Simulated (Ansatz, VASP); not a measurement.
**LaC in VASP and in Ansatz**

```
La C
1.0
     0.00000    2.88776    2.88776
     2.88776    0.00000    2.88776
     5.77553    5.77553    0.00000
La C
2 2
Direct
  0.00000 0.00000 0.00000
  0.00000 0.00000 0.50000
  0.25000 0.25000 0.12500
  0.25000 0.25000 0.62500
```

Alike in both runs: task single point; functional PBE; k mesh 7 × 7 × 7; occupations gaussian, width 0.05 eV; no spin polarisation.

```csv
,VASP,Ansatz
version,VASP 6.6.1,Ansatz 0.2.0
potentials or method,"VASP PAW PBE potentials, release 64 (La, C), cutoff 520 eV","scalar-relativistic, plane waves, PAW"
valence electrons in the cell,30,30
```

|  | VASP | Ansatz | Ansatz less VASP |
| --- | --- | --- | --- |
| gap on the k mesh at the Fermi level (eV) | none | none | - |
| pressure (GPa) | -0.1 | 0.0 | +0.06 |

A gap of «none» marks a metal or a gap that the smearing closes. With one functional, cell and mesh, what is left measures potentials, basis and numerics.

Neither program's run includes spin-orbit coupling.
